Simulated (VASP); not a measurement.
The system is ZnCd3Ni.

```
CELL_PARAMETERS angstrom
4.48818 0.00000 0.00000
0.00000 4.48818 0.00000
0.00000 0.00000 4.48818
ATOMIC_POSITIONS crystal
Zn 0.00000 0.00000 0.00000
Cd 0.00000 0.50000 0.50000
Cd 0.50000 0.00000 0.50000
Cd 0.50000 0.50000 0.00000
Ni 0.50000 0.50000 0.50000
```

| Item | Value |
| --- | --- |
| Program | VASP 6.6.1 |
| Task | relaxation of cell and atoms |
| Functional | r2SCAN |
| Potentials or basis | VASP PAW PBE potentials, release 64 (Zn, Cd, Ni) |
| Cutoff | 600 eV |
| k mesh | 4 × 4 × 4 |
| Occupations | gaussian, width 0.1 eV |
| Spin | no spin polarisation |

At the start: pressure 23.7 GPa; volume 18.08 Å³/atom.

**Question.** How do energy, volume and symmetry change on relaxing?

**Answer.** Over 4 steps the energy falls by 300.7 meV/atom and the volume is 23.67 Å³/atom (+30.9 %); space group Pm-3m (No. 221, to 0.1 Å) before and after.

Step by step:
| step | energy change (eV) | largest force (eV/Å) | pressure (GPa) | volume (Å³) |
| --- | --- | --- | --- | --- |
| 1 | 0.0000 | 0.0000 | 23.68 | 90.41 |
| 2 | -1.3967 | 0.0000 | -2.89 | 130.07 |
| 3 | -1.5020 | 0.0000 | 0.36 | 117.07 |
| 4 | -1.5035 | 0.0000 | 0.02 | 118.33 |

Final structure:
```yaml
crystal:
  lattice:
    - [4.90943, 0.00000, 0.00000]
    - [0.00000, 4.90943, 0.00000]
    - [0.00000, 0.00000, 4.90943]
  atoms:
    - { symbol: Zn, position: [0.00000, 0.00000, 0.00000] }
    - { symbol: Cd, position: [0.00000, 0.50000, 0.50000] }
    - { symbol: Cd, position: [0.50000, 0.00000, 0.50000] }
    - { symbol: Cd, position: [0.50000, 0.50000, 0.00000] }
    - { symbol: Ni, position: [0.50000, 0.50000, 0.50000] }
```

Caveat: the volume moved by over 15 % at a fixed basis, so the end points are rough; the PAW data sets were made with another functional, which shifts forces and pressure a little.
